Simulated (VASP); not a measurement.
The system is MgSe.

```
CELL_PARAMETERS angstrom
0.00000 2.73628 2.73628
2.73628 0.00000 2.73628
2.73628 2.73628 0.00000
ATOMIC_POSITIONS crystal
Mg 0.00000 0.00000 0.00000
Se 0.50000 0.50000 0.50000
```

Program: VASP 6.6.1. Alike in all runs: potentials or basis VASP PAW PBE potentials, release 64 (Mg, Se); no spin polarisation; cell as given.

Q: Order these runs on this cell by their band gap on the k mesh, lowest first.
A. level PBE; k mesh 8 × 8 × 8; cutoff (eV) 600; smearing fermi-dirac 0.02 eV
B. level HF; k mesh 6 × 6 × 6; cutoff (eV) 520; smearing gaussian 0.01 eV; grid for exact exchange (PRECFOCK) Normal; share of exact exchange 1
C. level r2SCAN0; k mesh 6 × 6 × 6; cutoff (eV) 580; smearing gaussian 0.01 eV; grid for exact exchange (PRECFOCK) Normal; share of exact exchange 0.25
D. level r2SCAN; k mesh 6 × 6 × 6; cutoff (eV) 580; smearing gaussian 0.01 eV

A: A (1.78 eV), D (2.44 eV), C (3.77 eV), B (8.61 eV).

A k mesh can miss the band edges.
